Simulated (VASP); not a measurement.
Write the native input for VASP 6.6.1 that does the following.

```
Task                   : single point
Functional             : LDA
Potentials or basis    : VASP PAW LDA potentials, release 64 (Mg_sv, O)
Cutoff                 : 840 eV
k mesh                 : 6 × 6 × 6
Occupations            : gaussian, width 0.05 eV
Spin                   : no spin polarisation
Dipole correction      : no
Further INCAR settings : ALGO = Normal; EDIFF = 1e-06; NBANDS = 24
```

The structure of MgO lies in POSCAR:

```
MgO
1.0
    3.5038097520      0.0000000000      0.0000000000
   -1.7519048760      3.0192917963      0.0000000000
    0.0000000000      0.0000000000      4.1780412200
Mg O
2 2
Direct
    0.6666666667      0.3333333333      0.7500000000
    0.3333333333      0.6666666667      0.2500000000
    0.6666666667      0.3333333333      0.2500000000
    0.3333333333      0.6666666667      0.7500000000
```

This cell differs from its parent crystal: strain +0.0050 x Voigt [1, 0, 0, 0, 0, 0].

The input as run:

INCAR

```
PREC     = Accurate       # precision mode
ENCUT    = 840            # plane-wave cutoff, eV
EDIFF    = 1E-6           # SCF threshold, eV
ISMEAR   = 0              # smearing method
SIGMA    = 0.05           # smearing width, eV
LREAL    = False          # projectors in reciprocal space
LASPH    = True           # aspherical terms in the spheres
NELM     = 120            # most SCF steps
ALGO     = Normal         # electronic algorithm
ISIF     = 2              # what is computed and relaxed
LWAVE    = False          # write WAVECAR
LCHARG   = True           # write CHGCAR
GGA      = CA             # functional
LELF     = True           # ELF
LVHAR    = True         
NBANDS   = 24             # bands
GGA_COMPAT= False
```

KPOINTS

```
Automatic mesh
0
Gamma
  6 6 6
```

Potentials or basis: VASP PAW LDA potentials, release 64 (Mg_sv, O).

Launch:

```sh
$ cat potpaw_LDA.64/Mg_sv/POTCAR potpaw_LDA.64/O/POTCAR > POTCAR
$ mpirun -np 1 vasp_std > vasp.out
```

It gave:

```json
{"Pressure": "-4.1 GPa", "Largest force": "0.041 eV/Å", "Band gap on the k mesh": "3.32 eV"}
```

Caveat: the cell differs from its parent crystal (strain +0.0050 x Voigt [1, 0, 0, 0, 0, 0]); the cell stands under tension.

Run time: 79 s on 1 thread of AMD EPYC 7R13 Processor (Zen 3) (shared host), peak memory 0.2 GiB.
